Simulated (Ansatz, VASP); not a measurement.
# One calculation of BaTiO3, two programs

Contents of INCAR:

```
SYSTEM = BaTiO3
PREC = Accurate
ENCUT = 520
EDIFF = 1E-8
ISMEAR = -1
SIGMA = 0.05
LREAL = .FALSE.
LASPH = .TRUE.
NELM = 100
ALGO = Normal
ISIF = 2
LWAVE = .FALSE.
LCHARG = .FALSE.
LEFG = .TRUE.
NBANDS = 28
```

KPOINTS

```
regular mesh
0
G
  8 8 8
  0 0 0
```

Contents of POSCAR:

```
BaTiO3
1.0
    4.1275190000      0.0000000000      0.0000000000
    0.0000000000      4.1275190000      0.0000000000
    0.0000000000      0.0000000000      4.0073000000
Ba Ti O
1 1 3
Direct
    0.5000000000      0.5000000000      0.5000000000
    0.0000000000      0.0000000000      0.0000000000
    0.5000000000      0.0000000000      0.0000000000
    0.0000000000      0.5000000000      0.0000000000
    0.0000000000      0.0000000000      0.5000000000
```

Input for Ansatz:

```yaml
crystal:
  lattice:
    - [4.127519, 0.0, 0.0]
    - [0.0, 4.127519, 0.0]
    - [0.0, 0.0, 4.0073]
  atoms:
    - { symbol: Ba, position: [0.5, 0.5, 0.5] }
    - { symbol: Ti, position: [0.0, 0.0, 0.0] }
    - { symbol: O, position: [0.5, 0.0, 0.0] }
    - { symbol: O, position: [0.0, 0.5, 0.0] }
    - { symbol: O, position: [0.0, 0.0, 0.5] }
kpoints:
  mp_grid: { grid: [8, 8, 8] }
scf:
  occupations: { method: fermi_dirac, width: 0.05 }
hamiltonian:
  xc: lda
  pseudopotentials: { kind: all_electron, datasets: crystal }
output:
  forces: true
  stress: true
  eigenvalues: true
  efg: { contact_densities: true }
```

Change from the starting cell: equal xx and yy strain of +3 %, crystal datasets.

Alike in both runs: task electric field gradients; functional LDA; k mesh 8 × 8 × 8; occupations fermi-dirac, width 0.05 eV; no spin polarisation.

|  | VASP | Ansatz |
| --- | --- | --- |
| version | VASP 6.6.1 | Ansatz 0.2.0 |
| potentials or method | VASP PAW LDA potentials, release 64 (Ba_sv, Ti_sv, O), cutoff 520 eV | all-electron PAW with datasets made for the crystal, scalar-relativistic |

```tsv
	VASP	Ansatz	Ansatz less VASP
pressure (GPa)	-15.4	-17.0	-1.58
traceless stress, the component that is largest in VASP (GPa)	2.82	2.70	-0.113
size of Vzz on the site where it differs most (V/Å²)	17.6	18.2	+0.63
```

LDA's correlation is that of Perdew and Zunger in VASP and of Perdew and Wang (1992) in Ansatz. Ansatz ran all-electron here, and VASP with PAW potentials.

Spin-orbit coupling is off throughout.
